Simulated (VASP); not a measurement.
# AlP (lda) (F-43m) in VASP: further runs

The runs below take AlP (lda) through single point, with LDA.

All numbers are computed with VASP 6.6.1; they aren't measurements. Logs are shortened: lines on timing, memory, paths and dates and some standing lists are left out, and cuts for length are marked.

### Step 1. The cell of the first run

The structure is cubic, space group F-43m (No. 216). Conventional cell: a = 5.464 Å, b = 5.464 Å, c = 5.464 Å, α = 90.00°, β = 90.00°, γ = 90.00°. Within 3.1 Å of Al (site symmetry -43m) lie 4 P at 2.37 Å. Within 3.1 Å of P (site symmetry -43m) lie 4 Al at 2.37 Å.

### Step 2. Single point, LDA

Contents of INCAR:

```
PREC = Accurate
ENCUT = 500
EDIFF = 1E-6
ISMEAR = 0
SIGMA = 0.1
LREAL = F
LASPH = T
NELM = 120
ALGO = Normal
ISIF = 2
LWAVE = F
LCHARG = F
GGA = CA
NBANDS = 11
GGA_COMPAT = F
```

Contents of KPOINTS:

```
regular mesh
0
Gamma
  6 6 6
```

Contents of POSCAR:

```
AlP
1.0
    0.0000000000      2.7320000000      2.7320000000
    2.7320000000      0.0000000000      2.7320000000
    2.7320000000      2.7320000000      0.0000000000
Al P
1 1
Direct
    0.0000000000      0.0000000000      0.0000000000
    0.2500000000      0.2500000000      0.2500000000
```

Potentials or basis: VASP PAW LDA potentials, release 64 (Al, P).

Run with:

```bash
> cat potpaw_LDA.64/Al/POTCAR potpaw_LDA.64/P/POTCAR > POTCAR
> mpirun -np 1 vasp_std > vasp.out
```

OUTCAR:

```text
PREC = Accurate
   ENCUT = 500
   EDIFF = 1E-6
   ISMEAR = 0
   LREAL = F
   LASPH = T
   NELM = 120
   ISIF = 2
   GGA = CA

 ion  position               nearest neighbor table
   1  0.000  0.000  0.000-   2 2.37   2 2.37   2 2.37   2 2.37
   2  0.250  0.250  0.250-   1 2.37   1 2.37   1 2.37   1 2.37

  LATTYP: Found a face centered cubic cell.
 ALAT       =     5.4640000000

  Lattice vectors:

 A1 = (   0.0000000000,   2.7320000000,   2.7320000000)
 A2 = (   2.7320000000,   0.0000000000,   2.7320000000)
 A3 = (   2.7320000000,   2.7320000000,   0.0000000000)

Analysis of symmetry for initial positions (statically):
=====================================================================
 Subroutine PRICEL returns:
 Original cell was already a primitive cell.

 Routine SETGRP: Setting up the symmetry group for a
 face centered cubic supercell.

 Subroutine GETGRP returns: Found 24 space group operations
 (whereof 24 operations were pure point group operations)
 out of a pool of 48 trial point group operations.

The static configuration has the point symmetry T_d .

Analysis of symmetry for dynamics (positions and initial velocities):
=====================================================================
 Subroutine PRICEL returns:
 Original cell was already a primitive cell.

 Routine SETGRP: Setting up the symmetry group for a
 face centered cubic supercell.

 Subroutine GETGRP returns: Found 24 space group operations
 (whereof 24 operations were pure point group operations)
 out of a pool of 48 trial point group operations.

The dynamic configuration has the point symmetry T_d .

 Subroutine INISYM returns: Found 24 space group operations
 (whereof 24 operations are pure point group operations),
 and found     1 'primitive' translations

----------------------------------------------------------------------------------------

                                     Primitive cell

  volume of cell :      40.7823

  direct lattice vectors                    reciprocal lattice vectors
     0.000000000  2.732000000  2.732000000    -0.183016105  0.183016105  0.183016105
     2.732000000  0.000000000  2.732000000     0.183016105 -0.183016105  0.183016105
     2.732000000  2.732000000  0.000000000     0.183016105  0.183016105 -0.183016105

  length of vectors
     3.863631452  3.863631452  3.863631452     0.316993193  0.316993193  0.316993193

  position of ions in fractional coordinates (direct lattice)
     0.000000000  0.000000000  0.000000000
     0.250000000  0.250000000  0.250000000

  ion indices of the primitive-cell ions
   primitive index   ion index
                 1           1
                 2           2

----------------------------------------------------------------------------------------

 KPOINTS: regular mesh

Automatic generation of k-mesh.
 Grid dimensions read from file:
 generate k-points for:    6    6    6

 Generating k-lattice:

  Cartesian coordinates                     Fractional coordinates (reciprocal lattice)
    -0.030502684  0.030502684  0.030502684     0.166666667  0.000000000  0.000000000
     0.030502684 -0.030502684  0.030502684     0.000000000  0.166666667  0.000000000
     0.030502684  0.030502684 -0.030502684     0.000000000  0.000000000  0.166666667

  Length of vectors
     0.052832199  0.052832199  0.052832199

  Shift w.r.t. Gamma in fractional coordinates (k-lattice)
     0.000000000  0.000000000  0.000000000

 Subroutine IBZKPT returns following result:
 ===========================================

 Found     16 irreducible k-points:

 Following reciprocal coordinates:
            Coordinates               Weight
  0.000000  0.000000  0.000000      1.000000
  0.166667  0.000000  0.000000      8.000000
  0.333333  0.000000  0.000000      8.000000
  0.500000  0.000000  0.000000      4.000000
  0.166667  0.166667  0.000000      6.000000
  0.333333  0.166667  0.000000     24.000000
[... 8 lines left out ...]
 -0.333333  0.333333  0.166667     24.000000
 -0.333333  0.500000  0.166667     12.000000
   k-points           NKPTS =     16   k-points in BZ     NKDIM =     16   number of bands    NBANDS=     11
   number of dos      NEDOS =    301   number of ions     NIONS =      2
   total plane-waves  NPLWV =  21952
   dimension x,y,z NGX =    28 NGY =   28 NGZ =   28
   dimension x,y,z NGXF=    56 NGYF=   56 NGZF=   56
   ions per type =               1   1
   NGX,Y,Z   is equivalent  to a cutoff of  12.05, 12.05, 12.05 a.u.
   NGXF,Y,Z  is equivalent  to a cutoff of  24.10, 24.10, 24.10 a.u.
 SYSTEM =  unknown system
   PREC   = accura    normal or accurate (medium, high low for compatibility)
   ISTART =      0    job   : 0-new  1-cont  2-samecut
   ICHARG =      2    charge: 1-file 2-atom 10-const
   ISPIN  =      1    spin polarized calculation?
   LNONCOLLINEAR =      F non collinear calculations
   LSORBIT =      F    spin-orbit coupling
   LASPH  =      T    aspherical Exc in radial PAW
   ENCUT  =  500.0 eV  36.75 Ry    6.06 a.u.   7.04  7.04  7.04*2*pi/ulx,y,z
   NELM   =    120;   NELMIN=  2; NELMDL= -5     # of ELM steps
   EDIFF  = 0.1E-05   stopping-criterion for ELM
   LREAL  =      F    real-space projection
   EDIFFG = 0.1E-04   stopping-criterion for IOM
   NSW    =      0    number of steps for IOM
   IBRION =     -1    ionic relax: 0-MD 1-quasi-New 2-CG
   NFREE  =      0    steps in history (QN), initial steepest desc. (CG)
   ISIF   =      2    stress and relaxation
   ISYM   =      2    0-nonsym 1-usesym 2-fastsym
   POTIM  = 0.5000    time-step for ionic-motion
   TEBEG  =    0.0;   TEEND  =   0.0 temperature during run
   PSTRESS=    0.0 pullay stress
   NELECT =       8.0000    total number of electrons
   NUPDOWN=      -1.0000    fix difference up-down
   EMIN   =  10.00;   EMAX   =-10.00  energy-range for DOS
   EFERMI =   0.00;   METHOD = LEGACY
   ISMEAR =     0;   SIGMA  =   0.10  broadening in eV -4-tet -1-fermi 0-gaus
   EFERMI_NEDOS =   21; number of points for ismear=-14 and -15
   IALGO  =     38    algorithm
   IMIX   =      4    mixing-type and parameters
     AMIX     =   0.40;   BMIX     =  1.00
     AMIX_MAG =   1.60;   BMIX_MAG =  1.00
  volume/ion in A,a.u.               =      20.39       137.61
  Fermi-wavevector in a.u.,A,eV,Ry     =   0.951220  1.797544 12.310807  0.904819
  Thomas-Fermi vector in A             =   2.079669
   LORBIT       =      0    0 simple, 1 ext, 2 COOP (PROOUT), +10 PAW based schemes
   GGA     = CA    functional components
   LHFCALC =     F    Hartree Fock is set to
   AEXX    =    0.0000 exact exchange contribution
   IVDW    =     0    specifies the selected vdW correction
   LEPSILON=     F    determine dielectric tensor
   LRPA    =     F    only Hartree local field effects (RPA)
 non-spin polarized calculation
 Gauss-broadening in eV      SIGMA  =   0.10
  energy-cutoff  :      500.00
  volume of cell :       40.78
 maximum number of plane-waves:      1056
   NGX = 15   NGY = 15   NGZ = 15

 number of electron       8.0000000 magnetization

 Free energy of the ion-electron system (eV)
  ---------------------------------------------------
  ext. energy  EPLUGINS =         0.00000000
  ---------------------------------------------------
  free energy    TOTEN  =       -11.40100308 eV

  energy without entropy =      -11.40100308  energy(sigma->0) =      -11.40100308

 E-fermi :   4.8618     XC(G=0):  -9.4397

 val. band max:        4.4350490699   @ k =   0.0000   0.0000   0.0000
 cond. band min:       5.8764969040   @ k =   0.5000   0.5000   0.0000
 fundamental gap:      1.4414478342
 Fermi energy:         4.8617622269

 k-point     1 :       0.0000    0.0000    0.0000
  band No.  band energies     occupation
      1      -7.0587      2.00000
      2       4.4350      2.00000
      3       4.4350      2.00000
      4       4.4350      2.00000
      5       7.5332      0.00000
      6       8.9009      0.00000
      7       8.9009      0.00000
      8       8.9009      0.00000
      9      13.2424      0.00000
     10      13.2424      0.00000
     11      14.3968      0.00000

 k-point     2 :       0.1667    0.0000    0.0000
  band No.  band energies     occupation
      1      -6.7545      2.00000
      2       2.5348      2.00000
      3       4.1902      2.00000
      4       4.1902      2.00000
      5       7.9038      0.00000
      6       9.3358      0.00000
      7       9.3358      0.00000
      8       9.9495      0.00000
      9      12.5718      0.00000
     10      12.5718      0.00000
     11      15.0310      0.00000

 k-point     3 :       0.3333    0.0000    0.0000
  band No.  band energies     occupation
      1      -5.9601      2.00000
      2       0.0603      2.00000
      3       3.8173      2.00000
      4       3.8173      2.00000
      5       7.3304      0.00000
      6       9.3900      0.00000
      7       9.3900      0.00000
      8      12.1786      0.00000
      9      13.4895      0.00000
     10      13.4895      0.00000
     11      14.5136      0.00000

 k-point     4 :       0.5000    0.0000    0.0000
  band No.  band energies     occupation
      1      -5.3657      2.00000
      2      -1.1389      2.00000
      3       3.6675      2.00000
      4       3.6675      2.00000
      5       7.0903      0.00000
      6       9.1621      0.00000
      7       9.1621      0.00000
      8      12.4930      0.00000
      9      15.9311      0.00000
     10      15.9311      0.00000
     11      15.9974      0.00000

 k-point     5 :       0.1667    0.1667    0.0000
  band No.  band energies     occupation
      1      -6.6518      2.00000
      2       2.7091      2.00000
      3       3.6812      2.00000
      4       3.6812      2.00000
      5       7.9049      0.00000
      6       8.9642      0.00000
      7      10.2029      0.00000
      8      10.2029      0.00000
      9      11.4394      0.00000
     10      13.7678      0.00000
     11      16.2183      0.00000
[... 99 lines left out ...]
 k-point    13 :       0.5000    0.5000    0.0000
  band No.  band energies     occupation
      1      -4.6970      2.00000
      2      -0.9135      2.00000
      3       2.3185      2.00000
      4       2.3185      2.00000
      5       5.8765      0.00000
      6       6.7627      0.00000
      7      15.3007      0.00000
      8      15.3007      0.00000
      9      16.2348      0.00000
     10      16.4732      0.00000
     11      16.4732      0.00000

 k-point    14 :       0.5000    0.3333    0.1667
  band No.  band energies     occupation
      1      -5.3300      2.00000
      2      -0.0216      2.00000
      3       1.7288      2.00000
      4       2.8261      2.00000
      5       8.1763      0.00000
      6       9.1503      0.00000
      7       9.8114      0.00000
      8      12.5370      0.00000
      9      13.6739      0.00000
     10      15.7619      0.00000
     11      17.6971      0.00000

 k-point    15 :      -0.3333    0.3333    0.1667
  band No.  band energies     occupation
      1      -4.8628      2.00000
      2      -0.5942      2.00000
      3       1.2706      2.00000
      4       2.4298      2.00000
      5       8.3749      0.00000
      6       9.2786      0.00000
      7      11.2059      0.00000
      8      11.9731      0.00000
      9      13.1831      0.00000
     10      16.2174      0.00000
     11      17.2441      0.00000

 k-point    16 :      -0.3333    0.5000    0.1667
  band No.  band energies     occupation
      1      -4.6589      2.00000
      2      -0.6446      2.00000
      3       1.4949      2.00000
      4       1.7358      2.00000
      5       7.6360      0.00000
      6       8.6253      0.00000
      7      11.9570      0.00000
      8      12.3166      0.00000
      9      15.4833      0.00000
     10      16.3271      0.00000
     11      17.5238      0.00000

------------------------ aborting loop because EDIFF is reached ----------------------------------------

  FORCE on cell =-STRESS in cart. coord.  units (eV):
  Direction    XX          YY          ZZ          XY          YZ          ZX
  --------------------------------------------------------------------------------------
  -------------------------------------------------------------------------------------
  Total       -0.3461493     -0.3461493     -0.3461493      0.0000000      0.0000000      0.0000000
  in kB      -13.5988425    -13.5988425    -13.5988425      0.0000000      0.0000000      0.0000000
  external PRESSURE =     -13.5988425 kB  Pullay stress =       0.0000000 kB

 VOLUME and BASIS-vectors are now :
 -----------------------------------------------------------------------------
  energy-cutoff  :      500.00
  volume of cell :       40.78
      direct lattice vectors                 reciprocal lattice vectors
     0.000000000  2.732000000  2.732000000    -0.183016105  0.183016105  0.183016105
     2.732000000  0.000000000  2.732000000     0.183016105 -0.183016105  0.183016105
     2.732000000  2.732000000  0.000000000     0.183016105  0.183016105 -0.183016105

 POSITION                                       TOTAL-FORCE (eV/Angst)
 -----------------------------------------------------------------------------------
      0.00000      0.00000      0.00000         0.000000      0.000000      0.000000
      1.36600      1.36600      1.36600        -0.000000     -0.000000     -0.000000
 -----------------------------------------------------------------------------------
    total drift:                               -0.000000     -0.000000      0.000000

  FREE ENERGIE OF THE ION-ELECTRON SYSTEM (eV)
  ---------------------------------------------------
  free  energy   TOTEN  =       -11.4010030758 eV

  energy  without entropy=      -11.4010030758  energy(sigma->0) =      -11.40100308
```

Wall time 7.8 s (1 thread of Intel Xeon 8259CL, shared host); peak memory 0.13 GiB.

Results:

```
Free energy            : -11.4010 eV
Pressure               : -1.4 GPa
Band gap on the k mesh : 1.44 eV, indirect (least direct gap 3.10 eV)
```

Levels at points of the mesh, in eV from the valence-band top:
```csv
k point,band 1,band 2,band 3,band 4,band 5,band 6,band 7,band 8
"(0.00, 0.00, 0.00)",-11.49,0.00,0.00,0.00,3.10,4.47,4.47,4.47
"(0.50, 0.00, 0.00)",-9.80,-5.57,-0.77,-0.77,2.66,4.73,4.73,8.06
"(0.50, 0.50, 0.00)",-9.13,-5.35,-2.12,-2.12,1.44,2.33,10.87,10.87
```

### Step 3. Single point, LDA

This run uses another cell than the first one, of 20.05 Å³/atom, 0.984 times its volume.

Contents of INCAR:

```
ALGO = Normal
EDIFF = 1E-6
ENCUT = 500
GGA_COMPAT = False
ISIF = 2
ISMEAR = 0
LASPH = True
LCHARG = False
LREAL = False
LWAVE = False
NBANDS = 11
NELM = 120
PREC = Accurate
SIGMA = 0.02
```

Contents of KPOINTS:

```
k-points
0
Gamma
  8 8 8
```

Contents of POSCAR:

```
AlP
1.0
    0.0000000000      2.7168924622      2.7168924622
    2.7168924622      0.0000000000      2.7168924622
    2.7168924622      2.7168924622      0.0000000000
Al P
1 1
Direct
    0.0000000000      0.0000000000      0.0000000000
    0.2500000000      0.2500000000      0.2500000000
```

Potentials or basis: VASP PAW LDA potentials, release 64 (Al, P).

Run with:

```bash
> cat potpaw_LDA.64/Al/POTCAR potpaw_LDA.64/P/POTCAR > POTCAR
> mpirun -np 1 vasp_std > vasp.out
```

Run time: 14 s. Hardware: 1 thread of Intel Xeon 8259CL, shared host; peak memory 0.14 GiB.

The run converged. Its results:

```
Free energy            : -11.4122 eV
Pressure               : 0.1 GPa
Band gap on the k mesh : 1.41 eV, indirect (least direct gap 3.24 eV)
```

Levels at points of the mesh, in eV from the valence-band top:
```
           k point  band 1  band 2  band 3  band 4  band 5  band 6  band 7  band 8  band 9
(0.00, 0.00, 0.00)  -11.59    0.00    0.00    0.00    3.24    4.49    4.49    4.49    8.83
(0.50, 0.00, 0.00)   -9.86   -5.65   -0.78   -0.78    2.72    4.74    4.74    8.11   11.55
(0.50, 0.50, 0.00)   -9.17   -5.40   -2.15   -2.15    1.41    2.33   11.01   11.01   11.99
```

A k mesh can miss the band edges. A hybrid or GW would open this gap; LDA tends to underestimate it.
